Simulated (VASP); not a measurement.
Input of a VASP 6.6.1 run:

Contents of INCAR:

```
PREC = Accurate
ENCUT = 600
EDIFF = 1E-6
ISMEAR = 0
SIGMA = 0.01
LREAL = False
LASPH = True
NELM = 120
ALGO = Normal
ISIF = 2
LWAVE = False
LCHARG = True
GGA = PE
LELF = True
LVHAR = True
NBANDS = 16
GGA_COMPAT = False
```

KPOINTS

```
regular mesh
0
Gamma
  8 8 3
```

File POSCAR:

```
BN
1.0
    2.5202520593      0.0000000000      0.0000000000
   -1.2601260297      2.1826030087      0.0000000000
    0.0000000000      0.0000000000      6.6941673298
B N
2 2
Direct
    0.3333333333      0.6666666667      0.2500000000
    0.6666666667      0.3333333333      0.7500000000
    0.3333333333      0.6666666667      0.7500000000
    0.6666666667      0.3333333333      0.2500000000
```

Potentials or basis: VASP PAW PBE potentials, release 64 (B, N).

Command:

```console
$ cat potpaw_PBE.64/B/POTCAR potpaw_PBE.64/N/POTCAR > POTCAR
$ mpirun -np 1 vasp_std > vasp.out
```

Q: Estimate the band gap on the k mesh.

A: 4.24 eV (least direct gap 4.63 eV).

Q: Estimate the pressure.

A: -1.4 GPa.

Stress tensor (GPa, compression positive):
```
-3.31  0.00  0.00
 0.00 -3.31  0.00
 0.00  0.00  2.40
```

Caveat: an odd mesh through Γ misses points on the zone boundary, where band edges can lie; this functional lacks dispersion, which binds the layers, so the pressure and a relaxed spacing across them are unreliable. PBE gaps usually lie below the measured ones, often by a third to a half.
